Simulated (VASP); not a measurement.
# ZnS (P6_3mc) in VASP: single point with PBE

Aim: the single point of ZnS with PBE.

Program: VASP 6.6.1. These are calculated values, not measurements. Logs are shortened: lines on timing, memory, paths and dates and some standing lists are left out, and cuts for length are marked.

## (1) The cell of the first run

The structure is hexagonal, space group P6_3mc (No. 186). Conventional cell: a = 3.820 Å, b = 3.820 Å, c = 24.960 Å, α = 90.00°, β = 90.00°, γ = 120.00°. Zn (site symmetry 3m) has 4 S at 2.34 Å within 3.1 Å. Within 3.1 Å of Zn (site symmetry 3m) lie 4 S at 2.34 Å. Zn (site symmetry 3m) has 4 S at 2.34 Å within 3.1 Å. Zn (site symmetry 3m) has 4 S at 2.34 Å within 3.1 Å. Within 3.1 Å of S (site symmetry 3m) lie 4 Zn at 2.34 Å. Within 3.1 Å of S (site symmetry 3m) lie 4 Zn at 2.34 Å. Within 3.1 Å of S (site symmetry 3m) lie 4 Zn at 2.34 Å. Within 3.1 Å of S (site symmetry 3m) lie 4 Zn at 2.34 Å.

## (2) Single point, PBE

Input file INCAR:

```
PREC = Accurate
ENCUT = 520
EDIFF = 1E-7
ISMEAR = -1
SIGMA = 0.02
LREAL = Auto
LASPH = True
NELM = 60
ALGO = Normal
ISIF = 2
LWAVE = False
LCHARG = False
GGA = PE
NBANDS = 86
```

Input file KPOINTS:

```
regular mesh
0
Gamma
  8 8 2
```

Input file POSCAR:

```
ZnS
1.0
    3.8200000000      0.0000000000      0.0000000000
   -1.9100000000      3.3082170425      0.0000000000
    0.0000000000      0.0000000000     24.9600000000
Zn S
8 8
Direct
    0.0000000000      0.0000000000      0.0000026565
    0.0000000000      0.0000000000      0.5000026565
    0.3333333333      0.6666666667      0.1249281714
    0.6666666667      0.3333333333      0.6249281714
    0.3333333333      0.6666666667      0.3750898983
    0.6666666667      0.3333333333      0.8750898983
    0.3333333333      0.6666666667      0.7500146008
    0.6666666667      0.3333333333      0.2500146008
    0.0000000000      0.0000000000      0.0937606622
    0.0000000000      0.0000000000      0.5937606622
    0.3333333333      0.6666666667      0.2186851918
    0.6666666667      0.3333333333      0.7186851918
    0.3333333333      0.6666666667      0.4688335998
    0.6666666667      0.3333333333      0.9688335998
    0.3333333333      0.6666666667      0.8438852191
    0.6666666667      0.3333333333      0.3438852191
```

Potentials or basis: VASP PAW PBE potentials, release 64 (Zn, S).

Command:

```console
cat potpaw_PBE.64/Zn/POTCAR potpaw_PBE.64/S/POTCAR > POTCAR
mpirun -np 1 vasp_std > vasp.out
```

OUTCAR:

```text
PREC = Accurate
   ENCUT = 520
   EDIFF = 1E-7
   ISMEAR = -1
   LREAL = Auto
   LASPH = True
   NELM = 60
   ISIF = 2
   GGA = PE

 ion  position               nearest neighbor table
   1  0.000  0.000  0.000-  14 2.34  14 2.34  14 2.34   9 2.34
   2  0.000  0.000  0.500-  13 2.34  13 2.34  13 2.34  10 2.34
   3  0.333  0.667  0.125-   9 2.34   9 2.34   9 2.34  11 2.34
   4  0.667  0.333  0.625-  10 2.34  10 2.34  10 2.34  12 2.34
   5  0.333  0.667  0.375-  16 2.34  16 2.34  16 2.34  13 2.34
   6  0.667  0.333  0.875-  15 2.34  15 2.34  15 2.34  14 2.34
[... 8 lines left out ...]
  15  0.333  0.667  0.844-   6 2.34   6 2.34   6 2.34   7 2.34
  16  0.667  0.333  0.344-   5 2.34   5 2.34   5 2.34   8 2.34

  LATTYP: Found a hexagonal cell.
 ALAT       =     3.8200000000
 C/A-ratio  =     6.5340314136

  Lattice vectors:

 A1 = (   3.8200000000,   0.0000000000,   0.0000000000)
 A2 = (  -1.9100000000,   3.3082170425,   0.0000000000)
 A3 = (   0.0000000000,   0.0000000000,  24.9600000000)

Analysis of symmetry for initial positions (statically):
=====================================================================
 Subroutine PRICEL returns:
 Original cell was already a primitive cell.

 Routine SETGRP: Setting up the symmetry group for a
 hexagonal supercell.

 Subroutine GETGRP returns: Found 12 space group operations
 (whereof  6 operations were pure point group operations)
 out of a pool of 24 trial point group operations.

The static configuration has the point symmetry C_3v.
 The point group associated with its full space group is C_6v.

Analysis of symmetry for dynamics (positions and initial velocities):
=====================================================================
 Subroutine PRICEL returns:
 Original cell was already a primitive cell.

 Routine SETGRP: Setting up the symmetry group for a
 hexagonal supercell.

 Subroutine GETGRP returns: Found 12 space group operations
 (whereof  6 operations were pure point group operations)
 out of a pool of 24 trial point group operations.

The dynamic configuration has the point symmetry C_3v.
 The point group associated with its full space group is C_6v.

 Subroutine INISYM returns: Found 12 space group operations
 (whereof  6 operations are pure point group operations),
 and found     1 'primitive' translations

----------------------------------------------------------------------------------------

                                     Primitive cell

  volume of cell :     315.4292

  direct lattice vectors                    reciprocal lattice vectors
     3.820000000  0.000000000  0.000000000     0.261780105  0.151138814  0.000000000
    -1.910000000  3.308217042  0.000000000     0.000000000  0.302277628  0.000000000
     0.000000000  0.000000000 24.960000000     0.000000000  0.000000000  0.040064103

  length of vectors
     3.820000000  3.820000000 24.960000000     0.302277628  0.302277628  0.040064103

  position of ions in fractional coordinates (direct lattice)
     0.000000000  0.000000000  0.000002657
     0.000000000  0.000000000  0.500002657
     0.333333333  0.666666667  0.124928171
     0.666666667  0.333333333  0.624928171
     0.333333333  0.666666667  0.375089898
     0.666666667  0.333333333  0.875089898
[... 8 lines left out ...]
     0.333333333  0.666666667  0.843885219
     0.666666667  0.333333333  0.343885219

  ion indices of the primitive-cell ions
   primitive index   ion index
                 1           1
                 2           2
                 3           3
                 4           4
                 5           5
                 6           6
[... 8 lines left out ...]
                15          15
                16          16

----------------------------------------------------------------------------------------

 KPOINTS: regular mesh

Automatic generation of k-mesh.
 Grid dimensions read from file:
 generate k-points for:    8    8    2

 Generating k-lattice:

  Cartesian coordinates                     Fractional coordinates (reciprocal lattice)
     0.032722513  0.018892352  0.000000000     0.125000000 -0.000000000  0.000000000
     0.000000000  0.037784703  0.000000000     0.000000000  0.125000000  0.000000000
     0.000000000  0.000000000  0.020032051     0.000000000  0.000000000  0.500000000

  Length of vectors
     0.037784703  0.037784703  0.020032051

  Shift w.r.t. Gamma in fractional coordinates (k-lattice)
     0.000000000  0.000000000  0.000000000

 Subroutine IBZKPT returns following result:
 ===========================================

 Found     20 irreducible k-points:

 Following reciprocal coordinates:
            Coordinates               Weight
  0.000000  0.000000  0.000000      1.000000
  0.125000  0.000000  0.000000      6.000000
  0.250000  0.000000  0.000000      6.000000
  0.375000 -0.000000  0.000000      6.000000
  0.500000  0.000000  0.000000      3.000000
  0.125000  0.125000  0.000000      6.000000
[... 12 lines left out ...]
  0.250000  0.250000  0.500000      6.000000
  0.375000  0.250000  0.500000      6.000000
   k-points           NKPTS =     20   k-points in BZ     NKDIM =     20   number of bands    NBANDS=     86
   number of dos      NEDOS =    301   number of ions     NIONS =     16
   total plane-waves  NPLWV = 150528
   dimension x,y,z NGX =    28 NGY =   28 NGZ =  192
   dimension x,y,z NGXF=    56 NGYF=   56 NGZF=  384
   ions per type =               8   8
   NGX,Y,Z   is equivalent  to a cutoff of  12.19, 12.19, 12.79 a.u.
   NGXF,Y,Z  is equivalent  to a cutoff of  24.37, 24.37, 25.58 a.u.
 SYSTEM =  unknown system
   PREC   = accura    normal or accurate (medium, high low for compatibility)
   ISTART =      0    job   : 0-new  1-cont  2-samecut
   ICHARG =      2    charge: 1-file 2-atom 10-const
   ISPIN  =      1    spin polarized calculation?
   LNONCOLLINEAR =      F non collinear calculations
   LSORBIT =      F    spin-orbit coupling
   LASPH  =      T    aspherical Exc in radial PAW
   ENCUT  =  520.0 eV  38.22 Ry    6.18 a.u.   7.10  7.10 46.41*2*pi/ulx,y,z
   NELM   =     60;   NELMIN=  2; NELMDL= -5     # of ELM steps
   EDIFF  = 0.1E-06   stopping-criterion for ELM
   LREAL  =      T    real-space projection
   EDIFFG = 0.1E-05   stopping-criterion for IOM
   NSW    =      0    number of steps for IOM
   IBRION =     -1    ionic relax: 0-MD 1-quasi-New 2-CG
   NFREE  =      0    steps in history (QN), initial steepest desc. (CG)
   ISIF   =      2    stress and relaxation
   ISYM   =      2    0-nonsym 1-usesym 2-fastsym
   POTIM  = 0.5000    time-step for ionic-motion
   TEBEG  =    0.0;   TEEND  =   0.0 temperature during run
   PSTRESS=    0.0 pullay stress
   NELECT =     144.0000    total number of electrons
   NUPDOWN=      -1.0000    fix difference up-down
   EMIN   =  10.00;   EMAX   =-10.00  energy-range for DOS
   EFERMI =   0.00;   METHOD = LEGACY
   ISMEAR =    -1;   SIGMA  =   0.02  broadening in eV -4-tet -1-fermi 0-gaus
   EFERMI_NEDOS =   21; number of points for ismear=-14 and -15
   IALGO  =     38    algorithm
   IMIX   =      4    mixing-type and parameters
     AMIX     =   0.40;   BMIX     =  1.00
     AMIX_MAG =   1.60;   BMIX_MAG =  1.00
  volume/ion in A,a.u.               =      19.71       133.04
  Fermi-wavevector in a.u.,A,eV,Ry     =   1.260555  2.382103 21.619631  1.588998
  Thomas-Fermi vector in A             =   2.394058
   LORBIT       =      0    0 simple, 1 ext, 2 COOP (PROOUT), +10 PAW based schemes
   GGA     = PE    functional components
   LHFCALC =     F    Hartree Fock is set to
   AEXX    =    0.0000 exact exchange contribution
   IVDW    =     0    specifies the selected vdW correction
   LEPSILON=     F    determine dielectric tensor
   LRPA    =     F    only Hartree local field effects (RPA)
 non-spin polarized calculation
  energy-cutoff  :      520.00
  volume of cell :      315.43
 maximum number of plane-waves:      8545
   NGX = 15   NGY = 15   NGZ = 93

 number of electron     143.9999938 magnetization

 Free energy of the ion-electron system (eV)
  ---------------------------------------------------
  ext. energy  EPLUGINS =         0.00000000
  ---------------------------------------------------
  free energy    TOTEN  =       -54.76946327 eV

  energy without entropy =      -54.76946327  energy(sigma->0) =      -54.76946327

 E-fermi :   2.5418     XC(G=0):  -9.6315

 val. band max:        2.1154528753   @ k =   0.0000   0.0000   0.0000
 cond. band min:       4.2516663012   @ k =   0.0000   0.0000   0.0000
 fundamental gap:      2.1362134259
 Fermi energy:         2.5417953863

 k-point     1 :       0.0000    0.0000    0.0000
  band No.  band energies     occupation
      1     -11.0345      2.00000
      2     -10.9201      2.00000
      3     -10.9142      2.00000
      4     -10.6131      2.00000
      5     -10.6087      2.00000
      6     -10.2675      2.00000
[... 76 lines left out ...]
     83       8.4768      0.00000
     84       8.4768      0.00000

 k-point     2 :       0.1250    0.0000    0.0000
  band No.  band energies     occupation
      1     -10.9301      2.00000
      2     -10.8204      2.00000
      3     -10.8146      2.00000
      4     -10.5272      2.00000
      5     -10.5227      2.00000
      6     -10.2003      2.00000
[... 1555 lines left out ...]
     83       8.0773      0.00000
     84       8.0773      0.00000

 k-point    20 :       0.3750    0.2500    0.5000
  band No.  band energies     occupation
      1      -9.9498      2.00000
      2      -9.9498      2.00000
      3      -9.9118      2.00000
      4      -9.9118      2.00000
      5      -9.8589      2.00000
      6      -9.8589      2.00000
[... 76 lines left out ...]
     83       8.0836      0.00000
     84       8.0836      0.00000
 [bands above 84 left out]

------------------------ aborting loop because EDIFF is reached ----------------------------------------

  FORCE on cell =-STRESS in cart. coord.  units (eV):
  Direction    XX          YY          ZZ          XY          YZ          ZX
  --------------------------------------------------------------------------------------
  -------------------------------------------------------------------------------------
  Total        3.5397220      3.5397220      3.6286736      0.0000000      0.0000000     -0.0000000
  in kB       17.9795080     17.9795080     18.4313245      0.0000000      0.0000000     -0.0000000
  external PRESSURE =      18.1301135 kB  Pullay stress =       0.0000000 kB

 VOLUME and BASIS-vectors are now :
 -----------------------------------------------------------------------------
  energy-cutoff  :      520.00
  volume of cell :      315.43
      direct lattice vectors                 reciprocal lattice vectors
     3.820000000  0.000000000  0.000000000     0.261780105  0.151138814  0.000000000
    -1.910000000  3.308217042  0.000000000     0.000000000  0.302277628  0.000000000
     0.000000000  0.000000000 24.960000000     0.000000000  0.000000000  0.040064103

 POSITION                                       TOTAL-FORCE (eV/Angst)
 -----------------------------------------------------------------------------------
      0.00000      0.00000      0.00007        -0.000000      0.000000      0.005153
      0.00000      0.00000     12.48007        -0.000000      0.000000      0.005153
     -0.00000      2.20548      3.11821        -0.000000      0.000000      0.006536
      1.91000      1.10274     15.59821         0.000000     -0.000000      0.006536
     -0.00000      2.20548      9.36224         0.000000      0.000000      0.009217
      1.91000      1.10274     21.84224         0.000000      0.000000      0.009217
[... 8 lines left out ...]
     -0.00000      2.20548     21.06338        -0.000000      0.000000      0.003248
      1.91000      1.10274      8.58338        -0.000000      0.000000      0.003248
 -----------------------------------------------------------------------------------
    total drift:                               -0.000002     -0.000004      0.000162

  FREE ENERGIE OF THE ION-ELECTRON SYSTEM (eV)
  ---------------------------------------------------
  free  energy   TOTEN  =       -54.7694632664 eV

  energy  without entropy=      -54.7694632664  energy(sigma->0) =      -54.76946327
```

Run time: 27 min. Hardware: 1 thread of Intel Xeon 8259CL, shared host; peak memory 0.59 GiB.

Results:

```
Free energy            : -54.7695 eV
Pressure               : 1.8 GPa
Largest force          : 0.011 eV/Å
Band gap on the k mesh : 2.14 eV
```

Forces in eV/Å, atoms in the order of the input:
```
Zn   0.000  0.000  0.005
Zn   0.000  0.000  0.005
Zn   0.000  0.000  0.007
Zn   0.000  0.000  0.007
Zn   0.000  0.000  0.009
Zn   0.000  0.000  0.009
Zn   0.000  0.000  0.002
Zn   0.000  0.000  0.002
S    0.000  0.000 -0.006
S    0.000  0.000 -0.006
S    0.000  0.000 -0.011
S    0.000  0.000 -0.011
S    0.000  0.000 -0.009
S    0.000  0.000 -0.009
S    0.000  0.000  0.003
S    0.000  0.000  0.003
```

A k mesh can miss the band edges.
